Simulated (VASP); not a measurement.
# TiNi (P4/mmm) in VASP: single point with LDA

Aim: the single point of TiNi with LDA.

Program: VASP 6.6.1. These are calculated values, not measurements. Logs are shortened: lines on timing, memory, paths and dates and some standing lists are left out, and cuts for length are marked.

### 1 The cell of the first run

Symmetry: P4/mmm, No. 123, tetragonal system. Conventional cell: a = 2.736 Å, b = 2.736 Å, c = 3.581 Å, α = 90.00°, β = 90.00°, γ = 90.00°. Within 3.6 Å of Ti (site symmetry 4/mmm) lie 8 Ni at 2.64 Å and 6 Ti at 2.74 to 3.58 Å. Ni (site symmetry 4/mmm) has 8 Ti at 2.64 Å and 6 Ni at 2.74 to 3.58 Å within 3.6 Å.

### 2 Single point, LDA, non-collinear spin, typed start

Input file INCAR:

```
PREC = Accurate
ENCUT = 520
EDIFF = 1E-7
ISMEAR = -1
SIGMA = 0.08
LREAL = F
LASPH = T
NELM = 150
ALGO = Normal
ISIF = 2
LWAVE = F
LCHARG = F
LNONCOLLINEAR = T
MAGMOM = 0 0 1 0 0 -1.5
LORBIT = 11
LMAXMIX = 4
GGA = CA
NBANDS = 34
```

Input file KPOINTS:

```
Automatic mesh
0
Gamma
  12 12 9
```

Input file POSCAR:

```
TiNi
1.0
    2.7358030000      0.0000000000      0.0000000000
    0.0000000000      2.7358030000      0.0000000000
    0.0000000000      0.0000000000      3.5814100000
Ti Ni
1 1
Direct
    0.5000000000      0.5000000000      0.5000000000
    0.0000000000      0.0000000000      0.0000000000
```

Potentials or basis: VASP PAW LDA potentials, release 64 (Ti_sv, Ni).

Started as:

```console
$ cat potpaw_LDA.64/Ti_sv/POTCAR potpaw_LDA.64/Ni/POTCAR > POTCAR
$ mpirun -np 1 vasp_ncl > vasp.out
```

OUTCAR:

```text
PREC = Accurate
   ENCUT = 520
   EDIFF = 1E-7
   ISMEAR = -1
   LREAL = F
   LASPH = T
   NELM = 150
   ISIF = 2
   LNONCOLLINEAR = T
   LORBIT = 11
   GGA = CA

 ion  position               nearest neighbor table
   1  0.500  0.500  0.500-   2 2.64   2 2.64   2 2.64   2 2.64   2 2.64   2 2.64   2 2.64   2 2.64

   2  0.000  0.000  0.000-   1 2.64   1 2.64   1 2.64   1 2.64   1 2.64   1 2.64   1 2.64   1 2.64

  LATTYP: Found a simple tetragonal cell.
 ALAT       =     2.7358030000
 C/A-ratio  =     1.3090891413

  Lattice vectors:

 A1 = (   2.7358030000,   0.0000000000,   0.0000000000)
 A2 = (   0.0000000000,   2.7358030000,   0.0000000000)
 A3 = (   0.0000000000,   0.0000000000,   3.5814100000)

Analysis of symmetry for initial positions (statically):
=====================================================================
 Subroutine PRICEL returns:
 Original cell was already a primitive cell.

 Routine SETGRP: Setting up the symmetry group for a
 simple tetragonal supercell.

 Subroutine GETGRP returns: Found 16 space group operations
 (whereof 16 operations were pure point group operations)
 out of a pool of 16 trial point group operations.

The static configuration has the point symmetry D_4h.

Analysis of symmetry for dynamics (positions and initial velocities):
=====================================================================
 Subroutine PRICEL returns:
 Original cell was already a primitive cell.

 Routine SETGRP: Setting up the symmetry group for a
 simple tetragonal supercell.

 Subroutine GETGRP returns: Found 16 space group operations
 (whereof 16 operations were pure point group operations)
 out of a pool of 16 trial point group operations.

The dynamic configuration has the point symmetry D_4h.

Analysis of structural, dynamic, and magnetic symmetry:
=====================================================================
 Subroutine PRICEL returns:
 Original cell was already a primitive cell.

 Routine SETGRP: Setting up the symmetry group for a
 simple tetragonal supercell.

 Subroutine GETGRP returns: Found  8 space group operations
 (whereof  8 operations were pure point group operations)
 out of a pool of 16 trial point group operations.

The overall configuration has the point symmetry C_4h.

 Subroutine INISYM returns: Found  8 space group operations
 (whereof  8 operations are pure point group operations),
 and found     1 'primitive' translations

----------------------------------------------------------------------------------------

                                     Primitive cell

  volume of cell :      26.8055

  direct lattice vectors                    reciprocal lattice vectors
     2.735803000  0.000000000  0.000000000     0.365523395  0.000000000  0.000000000
     0.000000000  2.735803000  0.000000000     0.000000000  0.365523395  0.000000000
     0.000000000  0.000000000  3.581410000     0.000000000  0.000000000  0.279219637

  length of vectors
     2.735803000  2.735803000  3.581410000     0.365523395  0.365523395  0.279219637

  position of ions in fractional coordinates (direct lattice)
     0.500000000  0.500000000  0.500000000
     0.000000000  0.000000000  0.000000000

  ion indices of the primitive-cell ions
   primitive index   ion index
                 1           1
                 2           2

----------------------------------------------------------------------------------------

 KPOINTS: Automatic mesh

Automatic generation of k-mesh.
 Grid dimensions read from file:
 generate k-points for:   12   12    9

 Generating k-lattice:

  Cartesian coordinates                     Fractional coordinates (reciprocal lattice)
     0.030460283  0.000000000  0.000000000     0.083333333  0.000000000  0.000000000
     0.000000000  0.030460283  0.000000000     0.000000000  0.083333333  0.000000000
     0.000000000  0.000000000  0.031024404     0.000000000  0.000000000  0.111111111

  Length of vectors
     0.030460283  0.030460283  0.031024404

  Shift w.r.t. Gamma in fractional coordinates (k-lattice)
     0.000000000  0.000000000  0.000000000

 Subroutine IBZKPT returns following result:
 ===========================================

 Found    190 irreducible k-points:

 Following reciprocal coordinates:
            Coordinates               Weight
  0.000000  0.000000  0.000000      1.000000
  0.083333  0.000000  0.000000      4.000000
  0.166667  0.000000  0.000000      4.000000
  0.250000  0.000000  0.000000      4.000000
  0.333333  0.000000  0.000000      4.000000
  0.416667  0.000000  0.000000      4.000000
[... 16 lines left out ...]
  0.416667  0.166667  0.000000      4.000000
 -0.416667  0.166667  0.000000      4.000000
 [... further k-points ...]
   k-points           NKPTS =    190   k-points in BZ     NKDIM =    190   number of bands    NBANDS=     34
   number of dos      NEDOS =    301   number of ions     NIONS =      2
   total plane-waves  NPLWV =  11200
   dimension x,y,z NGX =    20 NGY =   20 NGZ =   28
   dimension x,y,z NGXF=    40 NGYF=   40 NGZF=   56
   ions per type =               1   1
   NGX,Y,Z   is equivalent  to a cutoff of  12.15, 12.15, 13.00 a.u.
   NGXF,Y,Z  is equivalent  to a cutoff of  24.31, 24.31, 25.99 a.u.
 SYSTEM =  unknown system
   PREC   = accura    normal or accurate (medium, high low for compatibility)
   ISTART =      0    job   : 0-new  1-cont  2-samecut
   ICHARG =      2    charge: 1-file 2-atom 10-const
   ISPIN  =      1    spin polarized calculation?
   LNONCOLLINEAR =      T non collinear calculations
   LSORBIT =      F    spin-orbit coupling
   LASPH  =      T    aspherical Exc in radial PAW
   ENCUT  =  520.0 eV  38.22 Ry    6.18 a.u.   5.09  5.09  6.66*2*pi/ulx,y,z
   NELM   =    150;   NELMIN=  2; NELMDL= -5     # of ELM steps
   EDIFF  = 0.1E-06   stopping-criterion for ELM
   LREAL  =      F    real-space projection
   EDIFFG = 0.1E-05   stopping-criterion for IOM
   NSW    =      0    number of steps for IOM
   IBRION =     -1    ionic relax: 0-MD 1-quasi-New 2-CG
   NFREE  =      0    steps in history (QN), initial steepest desc. (CG)
   ISIF   =      2    stress and relaxation
   ISYM   =      2    0-nonsym 1-usesym 2-fastsym
   POTIM  = 0.5000    time-step for ionic-motion
   TEBEG  =    0.0;   TEEND  =   0.0 temperature during run
   PSTRESS=    0.0 pullay stress
   NELECT =      22.0000    total number of electrons
   NUPDOWN=      -1.0000    fix difference up-down
   EMIN   =  10.00;   EMAX   =-10.00  energy-range for DOS
   EFERMI =   0.00;   METHOD = LEGACY
   ISMEAR =    -1;   SIGMA  =   0.08  broadening in eV -4-tet -1-fermi 0-gaus
   EFERMI_NEDOS =   21; number of points for ismear=-14 and -15
   IALGO  =     38    algorithm
   IMIX   =      4    mixing-type and parameters
     AMIX     =   0.40;   BMIX     =  1.00
     AMIX_MAG =   1.60;   BMIX_MAG =  1.00
  volume/ion in A,a.u.               =      13.40        90.45
  Fermi-wavevector in a.u.,A,eV,Ry     =   1.532761  2.896499 31.964941  2.349357
  Thomas-Fermi vector in A             =   2.639922
   LORBIT       =     11    0 simple, 1 ext, 2 COOP (PROOUT), +10 PAW based schemes
   GGA     = CA    functional components
   LHFCALC =     F    Hartree Fock is set to
   AEXX    =    0.0000 exact exchange contribution
   IVDW    =     0    specifies the selected vdW correction
   LEPSILON=     F    determine dielectric tensor
   LRPA    =     F    only Hartree local field effects (RPA)
  energy-cutoff  :      520.00
  volume of cell :       26.81
 maximum number of plane-waves:      1476
   NGX = 11   NGY = 11   NGZ = 13

 number of electron      22.0000032 magnetization      -0.0000000     -0.0000000     -0.0034628

 number of electron      22.0000032 magnetization       0.0000000      0.0000000     -0.0014197

 number of electron      22.0000032 magnetization      -0.0000000      0.0000000     -0.0001307

 number of electron      22.0000032 magnetization       0.0000000      0.0000000      0.0000562

 Free energy of the ion-electron system (eV)
  ---------------------------------------------------
  ext. energy  EPLUGINS =         0.00000000
  ---------------------------------------------------
  free energy    TOTEN  =       -15.82251180 eV

  energy without entropy =      -15.76815126  energy(sigma->0) =      -15.79533153

 E-fermi :   9.0631     XC(G=0): -12.7894

 val. band max:        9.0546542834   @ k =   0.3333   0.0833   0.0000
 cond. band min:       9.0732849799   @ k =   0.5000   0.2500   0.0000
 fundamental gap:      0.0186306964
 Fermi energy:         9.0631308193

 k-point     1 :       0.0000    0.0000    0.0000
  band No.  band energies     occupation
      1     -47.0897      1.00000
      2     -47.0897      1.00000
      3     -23.7167      1.00000
      4     -23.7167      1.00000
      5     -23.3685      1.00000
      6     -23.3685      1.00000
[... 26 lines left out ...]
     33      20.9167      0.00000
     34      20.9168      0.00000
[... 820 lines left out ...]
      4     -23.9501      1.00000
      5     -23.6318      1.00000
      6     -23.6318      1.00000
[... 26 lines left out ...]
     33      20.3323      0.00000
     34      20.3323      0.00000

 [... further k-points ...]

------------------------ aborting loop because EDIFF is reached ----------------------------------------

  FORCE on cell =-STRESS in cart. coord.  units (eV):
  Direction    XX          YY          ZZ          XY          YZ          ZX
  --------------------------------------------------------------------------------------
  -------------------------------------------------------------------------------------
  Total       -1.8083852     -1.8083852     -2.2190362      0.0000000      0.0000000      0.0000000
  in kB     -108.0880906   -108.0880906   -132.6329069      0.0000009      0.0000000      0.0000000
  external PRESSURE =    -116.2696960 kB  Pullay stress =       0.0000000 kB

 VOLUME and BASIS-vectors are now :
 -----------------------------------------------------------------------------
  energy-cutoff  :      520.00
  volume of cell :       26.81
      direct lattice vectors                 reciprocal lattice vectors
     2.735803000  0.000000000  0.000000000     0.365523395  0.000000000  0.000000000
     0.000000000  2.735803000  0.000000000     0.000000000  0.365523395  0.000000000
     0.000000000  0.000000000  3.581410000     0.000000000  0.000000000  0.279219637

 POSITION                                       TOTAL-FORCE (eV/Angst)
 -----------------------------------------------------------------------------------
      1.36790      1.36790      1.79070         0.000000      0.000000      0.000000
      0.00000      0.00000      0.00000         0.000000      0.000000      0.000000
 -----------------------------------------------------------------------------------
    total drift:                               -0.000000      0.000000      0.000000

  FREE ENERGIE OF THE ION-ELECTRON SYSTEM (eV)
  ---------------------------------------------------
  free  energy   TOTEN  =       -15.8225117992 eV

  energy  without entropy=      -15.7681512614  energy(sigma->0) =      -15.79533153

 total charge

# of ion       s       p       d       tot
------------------------------------------
    1        2.248   6.143   1.936  10.327
    2        0.551   0.475   8.322   9.347
--------------------------------------------------
tot          2.799   6.618  10.258  19.674

 magnetization (x)

# of ion       s       p       d       tot
------------------------------------------
    1       -0.000   0.000  -0.000  -0.000
    2        0.000   0.000   0.000   0.000
--------------------------------------------------
tot         -0.000   0.000   0.000   0.000

 magnetization (y)

# of ion       s       p       d       tot
------------------------------------------
    1        0.000   0.000   0.000   0.000
    2       -0.000  -0.000  -0.000  -0.000
--------------------------------------------------
tot          0.000  -0.000   0.000  -0.000

 magnetization (z)

# of ion       s       p       d       tot
------------------------------------------
    1        0.000  -0.000   0.000   0.000
    2        0.000  -0.000   0.000   0.000
--------------------------------------------------
tot          0.000  -0.000   0.000   0.000
```

Wall time 3.5 min (1 thread of AMD EPYC 9R45 (Zen 5), shared host); peak memory 0.32 GiB.

Results:

* Free energy: -15.8225 eV
* Pressure: -11.6 GPa
* Band gap on the k mesh: zero (bands 22 and 23 overlap by 3.16 eV)
* Net moment: 0.00 μB per cell
* Valence electrons inside the program's atomic spheres: Ti 10.33; Ni 9.35

Moments on the atoms (μB; x, y, z):
```
Ti  0.00 0.00 0.00
Ni  0.00 0.00 0.00
```

Caveat: the cell stands under tension.
